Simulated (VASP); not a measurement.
# SiSe (P-6m2) in VASP: notebook

Runs on SiSe. Level: r2SCAN0. Tasks: single point.

Program: VASP 6.6.1. These are calculated values, not measurements. Logs are shortened: lines on timing, memory, paths and dates and some standing lists are left out, and cuts for length are marked.

**1. The cell of the first run**

Symmetry: P-6m2, No. 187, hexagonal system. The conventional cell has a = 3.643 Å, b = 3.643 Å, c = 3.646 Å, α = 90.00°, β = 90.00°, γ = 120.00°. Within 3.7 Å of Si (site symmetry -6m2) lie 6 Se at 2.78 Å and 8 Si at 3.64 to 3.65 Å. Se (site symmetry -6m2) has 6 Si at 2.78 Å and 8 Se at 3.64 to 3.65 Å within 3.7 Å.

**2. Single point, r2SCAN0**

Input file POSCAR:

```
SiSe
1.0
    3.6425106886      0.0000000000      0.0000000000
   -1.8212553443      3.1545021986      0.0000000000
    0.0000000000      0.0000000000      3.6460871413
Si Se
1 1
Direct
    0.6666700000      0.3333300000      0.5000000000
    0.0000000000      0.0000000000      0.0000000000
```

Input file INCAR.step1:

```
SYSTEM = SiSe
PREC = Accurate
ENCUT = 520
EDIFF = 1E-5
ISMEAR = -1
SIGMA = 0.05
LREAL = .FALSE.
LASPH = .TRUE.
NELM = 60
ALGO = Normal
ISIF = 2
LWAVE = .TRUE.
LCHARG = .FALSE.
NBANDS = 12
GGA = PE
```

Input file INCAR.step2:

```
SYSTEM = SiSe
PREC = Accurate
ENCUT = 520
EDIFF = 1E-6
ISMEAR = -1
SIGMA = 0.05
LREAL = .FALSE.
LASPH = .TRUE.
NELM = 60
ALGO = Normal
ISIF = 2
LWAVE = .FALSE.
LCHARG = .FALSE.
METAGGA = R2SCAN
LHFCALC = .TRUE.
AEXX = 0.25
LMIXTAU = .TRUE.
PRECFOCK = Normal
NBANDS = 12
ISTART = 1
```

Input file KPOINTS:

```
Automatic mesh
0
G
  5 5 4
  0 0 0
```

Potentials or basis: VASP PAW PBE potentials, release 64 (Si, Se).

On the command line:

```sh
cat potpaw_PBE.64/Si/POTCAR potpaw_PBE.64/Se/POTCAR > POTCAR
cp INCAR.step1 INCAR
mpirun -np 1 vasp_std > vasp.out
cp INCAR.step2 INCAR
mpirun -np 1 vasp_std > vasp.out
```

OUTCAR:

```text
SYSTEM = SiSe
   PREC = Accurate
   ENCUT = 520
   EDIFF = 1E-6
   ISMEAR = -1
   LREAL = .FALSE.
   LASPH = .TRUE.
   NELM = 60
   ISIF = 2
   METAGGA = R2SCAN
   LHFCALC = .TRUE.
   AEXX = 0.25
   PRECFOCK = Normal
   ISTART = 1

 ion  position               nearest neighbor table
   1  0.667  0.333  0.500-   2 2.78   2 2.78   2 2.78   2 2.78   2 2.78   2 2.78
   2  0.000  0.000  0.000-   1 2.78   1 2.78   1 2.78   1 2.78   1 2.78   1 2.78

  LATTYP: Found a hexagonal cell.
 ALAT       =     3.6425106886
 C/A-ratio  =     1.0009818647

  Lattice vectors:

 A1 = (   3.6425106886,   0.0000000000,   0.0000000000)
 A2 = (  -1.8212553443,   3.1545021986,   0.0000000000)
 A3 = (   0.0000000000,   0.0000000000,   3.6460871413)

Analysis of symmetry for initial positions (statically):
=====================================================================
 Subroutine PRICEL returns:
 Original cell was already a primitive cell.

 Routine SETGRP: Setting up the symmetry group for a
 hexagonal supercell.

 Subroutine GETGRP returns: Found  4 space group operations
 (whereof  4 operations were pure point group operations)
 out of a pool of 24 trial point group operations.

The static configuration has the point symmetry C_2v.

Analysis of symmetry for dynamics (positions and initial velocities):
=====================================================================
 Subroutine PRICEL returns:
 Original cell was already a primitive cell.

 Routine SETGRP: Setting up the symmetry group for a
 hexagonal supercell.

 Subroutine GETGRP returns: Found  4 space group operations
 (whereof  4 operations were pure point group operations)
 out of a pool of 24 trial point group operations.

The dynamic configuration has the point symmetry C_2v.

 Subroutine INISYM returns: Found  4 space group operations
 (whereof  4 operations are pure point group operations),
 and found     1 'primitive' translations

----------------------------------------------------------------------------------------

                                     Primitive cell

  volume of cell :      41.8947

  direct lattice vectors                    reciprocal lattice vectors
     3.642510689  0.000000000  0.000000000     0.274535914  0.158503614  0.000000000
    -1.821255344  3.154502199  0.000000000     0.000000000  0.317007229  0.000000000
[... 101 lines left out ...]
   EFERMI_NEDOS =   21; number of points for ismear=-14 and -15
   IALGO  =     38    algorithm
   IMIX   =      1    mixing-type and parameters
     AMIX     =   0.40;   BMIX     =  1.00
     AMIX_MAG =   1.60;   BMIX_MAG =  1.00
  volume/ion in A,a.u.               =      20.95       141.36
  Fermi-wavevector in a.u.,A,eV,Ry     =   1.015520  1.919055 14.031435  1.031281
  Thomas-Fermi vector in A             =   2.148811
   LORBIT       =      0    0 simple, 1 ext, 2 COOP (PROOUT), +10 PAW based schemes
   METAGGA = R2SCAN    functional components
   LHFCALC =     T    Hartree Fock is set to
   PRECFOCK=normal    Normal, Fast or Accurate (Low or Medium for compatibility)
   ENCUT4O =  -1.0   cutoff for four orbital integrals eV
   NKREDX  =     1    reduce k-point grid by
   NKREDY  =     1    reduce k-point grid by
   NKREDZ  =     1    reduce k-point grid by
   AEXX    =    0.2500 exact exchange contribution
   HFSCREEN=    0.0000 screening length (either q_TF or 0.3 A-1)
   HFSCREENC=   0.0000 screening length for correlation (either q_TF or 0.3 A-1)
   ENCUTFOCK=  -1.0 apply spherical cutoff to Coloumb kernel
   IVDW    =     0    specifies the selected vdW correction
   LEPSILON=     F    determine dielectric tensor
   LRPA    =     F    only Hartree local field effects (RPA)
 non-spin polarized calculation
  energy-cutoff  :      520.00
  volume of cell :       41.89
 maximum number of plane-waves:      1141
  NGX = 24; NGY = 24; NGZ = 24

 number of electron       9.9999998 magnetization

 Free energy of the ion-electron system (eV)
  ---------------------------------------------------
  ext. energy  EPLUGINS =         0.00000000
  ---------------------------------------------------
  free energy    TOTEN  =       -21.70329567 eV

  energy without entropy =      -21.69984827  energy(sigma->0) =      -21.70157197

 E-fermi :   5.8658     XC(G=0):  -8.1492

 val. band max:        5.3859984610   @ k =   0.4000   0.4000   0.0000
 cond. band min:       5.9856804152   @ k =  -0.2000   0.2000   0.2500
 fundamental gap:      0.5996819542
 Fermi energy:         5.8658381644

 k-point     1 :       0.0000    0.0000    0.0000
  band No.  band energies     occupation
      1     -12.0548      2.00000
      2      -0.2933      2.00000
      3       0.9009      2.00000
      4       2.9073      2.00000
      5       2.9074      2.00000
      6       9.3908      0.00000
      7       9.3909      0.00000
      8      10.3144      0.00000
      9      13.5423      0.00000
     10      15.0106      0.00000
     11      17.7804      0.00000
     12      17.7806      0.00000
[... 331 lines left out ...]
 k-point    24 :       0.2000    0.2000    0.5000
  band No.  band energies     occupation
      1      -9.8414      2.00000
      2      -4.2817      2.00000
      3      -0.4765      2.00000
      4       1.3185      2.00000
      5       2.1791      2.00000
      6       5.1592      2.00000
      7      10.9550      0.00000
      8      11.7319      0.00000
      9      14.5956      0.00000
     10      15.6185      0.00000
     11      19.0897      0.00000
     12      19.2851      0.00000

 [... further k-points ...]

------------------------ aborting loop because EDIFF is reached ----------------------------------------

  FORCE on cell =-STRESS in cart. coord.  units (eV):
  Direction    XX          YY          ZZ          XY          YZ          ZX
  --------------------------------------------------------------------------------------
  -------------------------------------------------------------------------------------
  Total       -1.2327351     -1.2326587     -1.7067529      0.0000630      0.0000000      0.0000000
  in kB      -47.1434781    -47.1405568    -65.2713388      0.0024111      0.0000000      0.0000000
  external PRESSURE =     -53.1851246 kB  Pullay stress =       0.0000000 kB

 VOLUME and BASIS-vectors are now :
 -----------------------------------------------------------------------------
  energy-cutoff  :      520.00
  volume of cell :       41.89
      direct lattice vectors                 reciprocal lattice vectors
     3.642510689  0.000000000  0.000000000     0.274535914  0.158503614  0.000000000
    -1.821255344  3.154502199  0.000000000     0.000000000  0.317007229  0.000000000
     0.000000000  0.000000000  3.646087141     0.000000000  0.000000000  0.274266621

 POSITION                                       TOTAL-FORCE (eV/Angst)
 -----------------------------------------------------------------------------------
      1.82127      1.05149      1.82304        -0.000033      0.000019      0.000000
      0.00000      0.00000      0.00000         0.000033     -0.000019      0.000000
 -----------------------------------------------------------------------------------
    total drift:                                0.000005      0.000008     -0.000000

  FREE ENERGIE OF THE ION-ELECTRON SYSTEM (eV)
  ---------------------------------------------------
  free  energy   TOTEN  =       -21.7032956746 eV

  energy  without entropy=      -21.6998482724  energy(sigma->0) =      -21.70157197
```

Wall time 8.3 min (1 thread of Intel Xeon Platinum 8488C (Sapphire Rapids), shared host); peak memory 0.18 GiB.

What came out:

```
Free energy            : -21.7033 eV
Pressure               : -5.3 GPa
Band gap on the k mesh : zero (bands 5 and 6 overlap by 3.88 eV)
```

Stress tensor (GPa, compression positive):
```
-4.71  0.00  0.00
 0.00 -4.71  0.00
 0.00  0.00 -6.53
```

Levels at points of the mesh, in eV from the Fermi level:
```
           k point  band 2  band 3  band 4  band 5  band 6  band 7  band 8  band 9
(0.00, 0.00, 0.00)   -6.16   -4.96   -2.96   -2.96    3.52    3.53    4.45    7.68
(0.00, 0.00, 0.50)  -11.94   -1.81   -1.81    2.05    2.29    3.25    3.25    8.41
```

Caveat: the k points lie up to 0.43 Å⁻¹ apart, too coarse for converged energies and pressures of a metal; the PAW data sets were made with another functional, which shifts forces and pressure a little.

**3. Single point, r2SCAN0**

This run uses another cell than the first one, of 21.35 Å³/atom.

Input file POSCAR:

```
SiSe
1.0
    3.6657120192      0.0000000000      0.0000000000
   -1.8328560096      3.1745951110      0.0000000000
    0.0000000000      0.0000000000      3.6693112524
Si Se
1 1
Direct
    0.6666700000      0.3333300000      0.5000000000
    0.0000000000      0.0000000000      0.0000000000
```

Input file INCAR.step1:

```
PREC = Accurate ; ENCUT = 520
EDIFF = 1E-5 ; ISMEAR = -1
SIGMA = 0.05 ; LREAL = False
LASPH = True ; NELM = 100
ALGO = Normal ; ISIF = 2
LWAVE = True ; NBANDS = 12
GGA = PE
```

Input file INCAR.step2:

```
PREC = Accurate ; ENCUT = 520
EDIFF = 1E-6 ; ISMEAR = -1
SIGMA = 0.05 ; LREAL = False
LASPH = True ; NELM = 100
ALGO = Normal ; ISIF = 2
LWAVE = False ; LCHARG = True
METAGGA = R2SCAN ; LHFCALC = True
AEXX = 0.25 ; LMIXTAU = True
PRECFOCK = Normal ; LELF = True
LVHAR = True ; NBANDS = 12
ISTART = 1
```

Input file KPOINTS:

```
regular mesh
0
Gamma
  5 5 4
```

Potentials or basis: VASP PAW PBE potentials, release 64 (Si, Se).

On the command line:

```sh
cat potpaw_PBE.64/Si/POTCAR potpaw_PBE.64/Se/POTCAR > POTCAR
cp INCAR.step1 INCAR
mpirun -np 1 vasp_std > vasp.out
cp INCAR.step2 INCAR
mpirun -np 1 vasp_std > vasp.out
```

It took 8.3 min on 1 thread of Intel Xeon Platinum 8488C (Sapphire Rapids), shared host; peak memory 0.18 GiB.

Results (log left out):

* Free energy: -21.6740 eV
* Pressure: -6.3 GPa
* Band gap on the k mesh: zero (bands 5 and 6 overlap by 3.73 eV)

Stress tensor (GPa, compression positive):
```
-5.52  0.00  0.00
 0.00 -5.52  0.00
 0.00  0.00 -8.00
```

Levels at points of the mesh, in eV from the Fermi level:
| k point | band 3 | band 4 | band 5 | band 6 | band 7 | band 8 |
| --- | --- | --- | --- | --- | --- | --- |
| (0.00, 0.00, 0.00) | -4.82 | -2.86 | -2.86 | 3.56 | 3.56 | 4.57 |
| (0.00, 0.00, 0.50) | -1.74 | -1.74 | 2.03 | 2.22 | 3.27 | 3.27 |

Caveat: the k points lie up to 0.43 Å⁻¹ apart, too coarse for converged energies and pressures of a metal; the PAW data sets were made with another functional, which shifts forces and pressure a little.
